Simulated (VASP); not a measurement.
# Rh (Im-3m) in VASP: a series of runs, part 2 of 3

VASP 6.6.1.

## (3) Single point, revPBE (volume scaled by 0.92)

File INCAR:

```
SYSTEM = Rh
PREC     = Accurate       ! precision mode
ENCUT    = 520            ! plane-wave cutoff, eV
EDIFF    = 1E-6           ! SCF threshold, eV
ISMEAR   = -1             ! smearing method
SIGMA    = 0.1            ! smearing width, eV
LREAL    = .False.        ! projectors in reciprocal space
LASPH    = .True.         ! aspherical terms in the spheres
NELM     = 60             ! most SCF steps
ALGO     = Normal         ! electronic algorithm
ISIF     = 2              ! what is computed and relaxed
LWAVE    = .False.        ! write WAVECAR
LCHARG   = .False.        ! write CHGCAR
GGA      = RE             ! functional
NBANDS   = 14             ! bands
```

File KPOINTS:

```
Automatic mesh
0
Gamma
  16 16 16
  0 0 0
```

File POSCAR:

```
Rh
1.0
   -1.5011413994      1.5011413994      1.5011413994
    1.5011413994     -1.5011413994      1.5011413994
    1.5011413994      1.5011413994     -1.5011413994
Rh
1
Direct
    0.0000000000      0.0000000000      0.0000000000
```

Potentials or basis: VASP PAW PBE potentials, release 64 (Rh_pv).

On the command line:

```bash
cat potpaw_PBE.64/Rh_pv/POTCAR > POTCAR
mpirun -np 1 vasp_std > vasp.out
```

OUTCAR:

```text
SYSTEM = Rh
   PREC = Accurate
   ENCUT = 520
   EDIFF = 1E-6
   ISMEAR = -1
   LREAL = .False.
   LASPH = .True.
   NELM = 60
   ISIF = 2
   GGA = RE

 ion  position               nearest neighbor table
   1  0.000  0.000  0.000-

  LATTYP: Found a body centered cubic cell.
 ALAT       =     3.0022827988

  Lattice vectors:

 A1 = (  -1.5011413994,   1.5011413994,   1.5011413994)
 A2 = (   1.5011413994,  -1.5011413994,   1.5011413994)
 A3 = (   1.5011413994,   1.5011413994,  -1.5011413994)

Analysis of symmetry for initial positions (statically):
=====================================================================
 Subroutine PRICEL returns:
 Original cell was already a primitive cell.

 Routine SETGRP: Setting up the symmetry group for a
 body centered cubic supercell.

 Subroutine GETGRP returns: Found 48 space group operations
 (whereof 48 operations were pure point group operations)
 out of a pool of 48 trial point group operations.

The static configuration has the point symmetry O_h .

Analysis of symmetry for dynamics (positions and initial velocities):
=====================================================================
 Subroutine PRICEL returns:
 Original cell was already a primitive cell.

 Routine SETGRP: Setting up the symmetry group for a
 body centered cubic supercell.

 Subroutine GETGRP returns: Found 48 space group operations
 (whereof 48 operations were pure point group operations)
 out of a pool of 48 trial point group operations.

The dynamic configuration has the point symmetry O_h .

 Subroutine INISYM returns: Found 48 space group operations
 (whereof 48 operations are pure point group operations),
 and found     1 'primitive' translations

----------------------------------------------------------------------------------------

                                     Primitive cell
[... 114 lines left out ...]
   GGA     = RE    functional components
   LHFCALC =     F    Hartree Fock is set to
   AEXX    =    0.0000 exact exchange contribution
   IVDW    =     0    specifies the selected vdW correction
   LEPSILON=     F    determine dielectric tensor
   LRPA    =     F    only Hartree local field effects (RPA)
 non-spin polarized calculation
  energy-cutoff  :      520.00
  volume of cell :       13.53
 maximum number of plane-waves:       378
   NGX =  9   NGY =  9   NGZ =  9

 number of electron      14.9999995 magnetization

 Free energy of the ion-electron system (eV)
  ---------------------------------------------------
  ext. energy  EPLUGINS =         0.00000000
  ---------------------------------------------------
  free energy    TOTEN  =        -6.37130255 eV

  energy without entropy =       -6.29983120  energy(sigma->0) =       -6.33556687

 E-fermi :  12.0791     XC(G=0): -14.0456

 val. band max:       12.0725730484   @ k =   0.3125   0.1875   0.0625
 cond. band min:      12.0849480952   @ k =  -0.4375   0.5000   0.3125
 fundamental gap:      0.0123750468
 Fermi energy:        12.0791435057

 k-point     1 :       0.0000    0.0000    0.0000
  band No.  band energies     occupation
      1     -33.9894      2.00000
      2     -33.9894      2.00000
      3     -33.9894      2.00000
      4       4.2186      2.00000
      5       9.0401      2.00000
      6       9.0401      2.00000
      7       9.0401      2.00000
      8      11.5887      1.98528
      9      11.5887      1.98528
     10      30.6207      0.00000
     11      30.6207      0.00000
     12      30.6207      0.00000
     13      33.1010      0.00000
     14      41.0592      0.00000
[... 377 lines left out ...]
      1     -34.6072      2.00000
      2     -34.2468      2.00000
      3     -34.0558      2.00000
      4       7.0049      2.00000
      5       7.9634      2.00000
      6       9.1222      2.00000
      7      11.1391      1.99983
      8      12.0968      0.91198
      9      14.5291      0.00000
     10      25.5929      0.00000
     11      27.0164      0.00000
     12      31.1842      0.00000
     13      33.1032      0.00000
     14      34.8280      0.00000

 [... further k-points ...]

------------------------ aborting loop because EDIFF is reached ----------------------------------------

  FORCE on cell =-STRESS in cart. coord.  units (eV):
  Direction    XX          YY          ZZ          XY          YZ          ZX
  --------------------------------------------------------------------------------------
  -------------------------------------------------------------------------------------
  Total        1.9120912      1.9120912      1.9120912      0.0000000     -0.0000000     -0.0000000
  in kB      226.4093649    226.4093649    226.4093649      0.0000000     -0.0000000     -0.0000000
  external PRESSURE =     226.4093649 kB  Pullay stress =       0.0000000 kB

 VOLUME and BASIS-vectors are now :
 -----------------------------------------------------------------------------
  energy-cutoff  :      520.00
  volume of cell :       13.53
      direct lattice vectors                 reciprocal lattice vectors
    -1.501141399  1.501141399  1.501141399     0.000000000  0.333079882  0.333079882
     1.501141399 -1.501141399  1.501141399     0.333079882  0.000000000  0.333079882
     1.501141399  1.501141399 -1.501141399     0.333079882  0.333079882  0.000000000

 POSITION                                       TOTAL-FORCE (eV/Angst)
 -----------------------------------------------------------------------------------
      0.00000      0.00000      0.00000         0.000000     -0.000000     -0.000000
 -----------------------------------------------------------------------------------
    total drift:                                0.000000     -0.000000      0.000000

  FREE ENERGIE OF THE ION-ELECTRON SYSTEM (eV)
  ---------------------------------------------------
  free  energy   TOTEN  =        -6.3713025450 eV

  energy  without entropy=       -6.2998311952  energy(sigma->0) =       -6.33556687
```

Run time: 11 s. Hardware: 1 thread of Intel Xeon 6975P-C (Granite Rapids), shared host; peak memory 0.13 GiB.

Results:

* Free energy: -6.3713 eV
* Pressure: 22.6 GPa

Levels at points of the mesh, in eV from the Fermi level:
| k point | band 5 | band 6 | band 7 | band 8 | band 9 | band 10 | band 11 | band 12 |
| --- | --- | --- | --- | --- | --- | --- | --- | --- |
| (0.00, 0.00, 0.00) | -3.04 | -3.04 | -3.04 | -0.49 | -0.49 | 18.54 | 18.54 | 18.54 |
| (0.50, 0.00, 0.00) | -4.63 | -0.54 | -0.11 | 1.34 | 1.70 | 9.76 | 14.69 | 18.95 |
| (0.50, 0.50, 0.50) | -6.13 | 1.16 | 1.16 | 1.16 | 9.70 | 9.70 | 9.70 | 19.68 |

Caveat: the PAW data sets were made with another functional, which shifts forces and pressure a little.

## (4) Single point, revPBE (volume scaled by 0.96)

File INCAR:

```
  ALGO = Normal
  EDIFF = 1E-7
  ENCUT = 520
  GGA = RE
  ISIF = 2
  ISMEAR = -1
  LASPH = True
  LCHARG = False
  LREAL = False
  LWAVE = False
  NBANDS = 14
  NELM = 60
  PREC = Accurate
  SIGMA = 0.1
```

File KPOINTS:

```
k-points
0
Gamma
  16 16 16
```

File POSCAR:

```
Rh
1.0
   -1.5225891743      1.5225891743      1.5225891743
    1.5225891743     -1.5225891743      1.5225891743
    1.5225891743      1.5225891743     -1.5225891743
Rh
1
Direct
    0.0000000000      0.0000000000      0.0000000000
```

Potentials or basis: VASP PAW PBE potentials, release 64 (Rh_pv).

On the command line:

```bash
cat potpaw_PBE.64/Rh_pv/POTCAR > POTCAR
mpirun -np 1 vasp_std > vasp.out
```

OUTCAR:

```text
EDIFF = 1E-7
   ENCUT = 520
   GGA = RE
   ISIF = 2
   ISMEAR = -1
   LASPH = True
   LREAL = False
   NELM = 60
   PREC = Accurate

 ion  position               nearest neighbor table
   1  0.000  0.000  0.000-

  LATTYP: Found a body centered cubic cell.
 ALAT       =     3.0451783486

  Lattice vectors:

 A1 = (  -1.5225891743,   1.5225891743,   1.5225891743)
 A2 = (   1.5225891743,  -1.5225891743,   1.5225891743)
 A3 = (   1.5225891743,   1.5225891743,  -1.5225891743)

Analysis of symmetry for initial positions (statically):
=====================================================================
 Subroutine PRICEL returns:
 Original cell was already a primitive cell.

 Routine SETGRP: Setting up the symmetry group for a
 body centered cubic supercell.

 Subroutine GETGRP returns: Found 48 space group operations
 (whereof 48 operations were pure point group operations)
 out of a pool of 48 trial point group operations.

The static configuration has the point symmetry O_h .

Analysis of symmetry for dynamics (positions and initial velocities):
=====================================================================
 Subroutine PRICEL returns:
 Original cell was already a primitive cell.

 Routine SETGRP: Setting up the symmetry group for a
 body centered cubic supercell.

 Subroutine GETGRP returns: Found 48 space group operations
 (whereof 48 operations were pure point group operations)
 out of a pool of 48 trial point group operations.

The dynamic configuration has the point symmetry O_h .

 Subroutine INISYM returns: Found 48 space group operations
 (whereof 48 operations are pure point group operations),
 and found     1 'primitive' translations

----------------------------------------------------------------------------------------

                                     Primitive cell

  volume of cell :      14.1191

  direct lattice vectors                    reciprocal lattice vectors
    -1.522589174  1.522589174  1.522589174     0.000000000  0.328387991  0.328387991
     1.522589174 -1.522589174  1.522589174     0.328387991  0.000000000  0.328387991
     1.522589174  1.522589174 -1.522589174     0.328387991  0.328387991  0.000000000

  length of vectors
     2.637201809  2.637201809  2.637201809     0.464410751  0.464410751  0.464410751

  position of ions in fractional coordinates (direct lattice)
     0.000000000  0.000000000  0.000000000

  ion indices of the primitive-cell ions
   primitive index   ion index
                 1           1

----------------------------------------------------------------------------------------

 KPOINTS: k-points

Automatic generation of k-mesh.
 Grid dimensions read from file:
 generate k-points for:   16   16   16

 Generating k-lattice:

  Cartesian coordinates                     Fractional coordinates (reciprocal lattice)
     0.000000000  0.020524249  0.020524249     0.062500000  0.000000000  0.000000000
     0.020524249  0.000000000  0.020524249     0.000000000  0.062500000  0.000000000
     0.020524249  0.020524249  0.000000000     0.000000000  0.000000000  0.062500000

  Length of vectors
     0.029025672  0.029025672  0.029025672

  Shift w.r.t. Gamma in fractional coordinates (k-lattice)
     0.000000000  0.000000000  0.000000000

 Subroutine IBZKPT returns following result:
 ===========================================

 Found    145 irreducible k-points:

 Following reciprocal coordinates:
            Coordinates               Weight
  0.000000  0.000000  0.000000      1.000000
  0.062500  0.000000  0.000000     12.000000
  0.125000  0.000000  0.000000     12.000000
  0.187500  0.000000  0.000000     12.000000
  0.250000  0.000000  0.000000     12.000000
  0.312500  0.000000  0.000000     12.000000
[... 16 lines left out ...]
  0.187500  0.187500  0.000000     24.000000
  0.250000  0.187500 -0.000000     48.000000
 [... further k-points ...]
   k-points           NKPTS =    145   k-points in BZ     NKDIM =    145   number of bands    NBANDS=     14
   number of dos      NEDOS =    301   number of ions     NIONS =      1
   total plane-waves  NPLWV =   8000
   dimension x,y,z NGX =    20 NGY =   20 NGZ =   20
   dimension x,y,z NGXF=    40 NGYF=   40 NGZF=   40
   ions per type =               1
   NGX,Y,Z   is equivalent  to a cutoff of  12.61, 12.61, 12.61 a.u.
   NGXF,Y,Z  is equivalent  to a cutoff of  25.22, 25.22, 25.22 a.u.
 SYSTEM =  unknown system
   PREC   = accura    normal or accurate (medium, high low for compatibility)
   ISTART =      0    job   : 0-new  1-cont  2-samecut
   ICHARG =      2    charge: 1-file 2-atom 10-const
   ISPIN  =      1    spin polarized calculation?
   LNONCOLLINEAR =      F non collinear calculations
   LSORBIT =      F    spin-orbit coupling
   LASPH  =      T    aspherical Exc in radial PAW
   ENCUT  =  520.0 eV  38.22 Ry    6.18 a.u.   4.90  4.90  4.90*2*pi/ulx,y,z
   NELM   =     60;   NELMIN=  2; NELMDL= -5     # of ELM steps
   EDIFF  = 0.1E-06   stopping-criterion for ELM
   LREAL  =      F    real-space projection
   EDIFFG = 0.1E-05   stopping-criterion for IOM
   NSW    =      0    number of steps for IOM
   IBRION =     -1    ionic relax: 0-MD 1-quasi-New 2-CG
   NFREE  =      0    steps in history (QN), initial steepest desc. (CG)
   ISIF   =      2    stress and relaxation
   ISYM   =      2    0-nonsym 1-usesym 2-fastsym
   POTIM  = 0.5000    time-step for ionic-motion
   TEBEG  =    0.0;   TEEND  =   0.0 temperature during run
   PSTRESS=    0.0 pullay stress
   NELECT =      15.0000    total number of electrons
   NUPDOWN=      -1.0000    fix difference up-down
   EMIN   =  10.00;   EMAX   =-10.00  energy-range for DOS
   EFERMI =   0.00;   METHOD = LEGACY
   ISMEAR =    -1;   SIGMA  =   0.10  broadening in eV -4-tet -1-fermi 0-gaus
   EFERMI_NEDOS =   21; number of points for ismear=-14 and -15
   IALGO  =     38    algorithm
   IMIX   =      4    mixing-type and parameters
     AMIX     =   0.40;   BMIX     =  1.00
     AMIX_MAG =   1.60;   BMIX_MAG =  1.00
  volume/ion in A,a.u.               =      14.12        95.28
  Fermi-wavevector in a.u.,A,eV,Ry     =   1.670459  3.156710 37.966155  2.790434
  Thomas-Fermi vector in A             =   2.755953
   LORBIT       =      0    0 simple, 1 ext, 2 COOP (PROOUT), +10 PAW based schemes
   GGA     = RE    functional components
   LHFCALC =     F    Hartree Fock is set to
   AEXX    =    0.0000 exact exchange contribution
   IVDW    =     0    specifies the selected vdW correction
   LEPSILON=     F    determine dielectric tensor
   LRPA    =     F    only Hartree local field effects (RPA)
 non-spin polarized calculation
  energy-cutoff  :      520.00
  volume of cell :       14.12
 maximum number of plane-waves:       390
   NGX =  9   NGY =  9   NGZ =  9

 number of electron      14.9999997 magnetization

 Free energy of the ion-electron system (eV)
  ---------------------------------------------------
  ext. energy  EPLUGINS =         0.00000000
  ---------------------------------------------------
  free energy    TOTEN  =        -6.43055610 eV

  energy without entropy =       -6.35530128  energy(sigma->0) =       -6.39292869

 E-fermi :  11.3203     XC(G=0): -13.7696

 val. band max:       11.3083275581   @ k =   0.3125   0.1875   0.0625
 cond. band min:      11.3289403956   @ k =  -0.4375   0.5000   0.3125
 fundamental gap:      0.0206128376
 Fermi energy:        11.3202629447

 k-point     1 :       0.0000    0.0000    0.0000
  band No.  band energies     occupation
      1     -34.6948      2.00000
      2     -34.6948      2.00000
      3     -34.6948      2.00000
      4       3.7576      2.00000
      5       8.4700      2.00000
      6       8.4700      2.00000
      7       8.4700      2.00000
      8      10.8673      1.97866
      9      10.8673      1.97866
     10      29.8021      0.00000
     11      29.8021      0.00000
     12      29.8021      0.00000
     13      32.4415      0.00000
     14      39.6968      0.00000
[... 375 lines left out ...]
 k-point    24 :       0.2500    0.1875   -0.0000
  band No.  band energies     occupation
      1     -35.2286      2.00000
      2     -34.9177      2.00000
      3     -34.7520      2.00000
      4       6.5319      2.00000
      5       7.4637      2.00000
      6       8.5306      2.00000
      7      10.4458      1.99968
      8      11.3312      0.94559
      9      13.6421      0.00000
     10      24.4106      0.00000
     11      25.8722      0.00000
     12      29.9740      0.00000
     13      32.4432      0.00000
     14      33.7313      0.00000

 [... further k-points ...]

------------------------ aborting loop because EDIFF is reached ----------------------------------------

  FORCE on cell =-STRESS in cart. coord.  units (eV):
  Direction    XX          YY          ZZ          XY          YZ          ZX
  --------------------------------------------------------------------------------------
  -------------------------------------------------------------------------------------
  Total        0.8776736      0.8776736      0.8776736     -0.0000000     -0.0000000      0.0000000
  in kB       99.5945188     99.5945188     99.5945188     -0.0000000     -0.0000000      0.0000000
  external PRESSURE =      99.5945188 kB  Pullay stress =       0.0000000 kB

 VOLUME and BASIS-vectors are now :
 -----------------------------------------------------------------------------
  energy-cutoff  :      520.00
  volume of cell :       14.12
      direct lattice vectors                 reciprocal lattice vectors
    -1.522589174  1.522589174  1.522589174     0.000000000  0.328387991  0.328387991
     1.522589174 -1.522589174  1.522589174     0.328387991  0.000000000  0.328387991
     1.522589174  1.522589174 -1.522589174     0.328387991  0.328387991  0.000000000

 POSITION                                       TOTAL-FORCE (eV/Angst)
 -----------------------------------------------------------------------------------
      0.00000      0.00000      0.00000        -0.000000      0.000000      0.000000
 -----------------------------------------------------------------------------------
    total drift:                                0.000000     -0.000000      0.000000

  FREE ENERGIE OF THE ION-ELECTRON SYSTEM (eV)
  ---------------------------------------------------
  free  energy   TOTEN  =        -6.4305560976 eV

  energy  without entropy=       -6.3553012842  energy(sigma->0) =       -6.39292869
```

Run time: 13 s. Hardware: 1 thread of Intel Xeon 6975P-C (Granite Rapids), shared host; peak memory 0.13 GiB.

Results:

* Free energy: -6.4306 eV
* Pressure: 10.0 GPa

Caveat: the PAW data sets were made with another functional, which shifts forces and pressure a little.

(Part 2 of 3 ends here.)
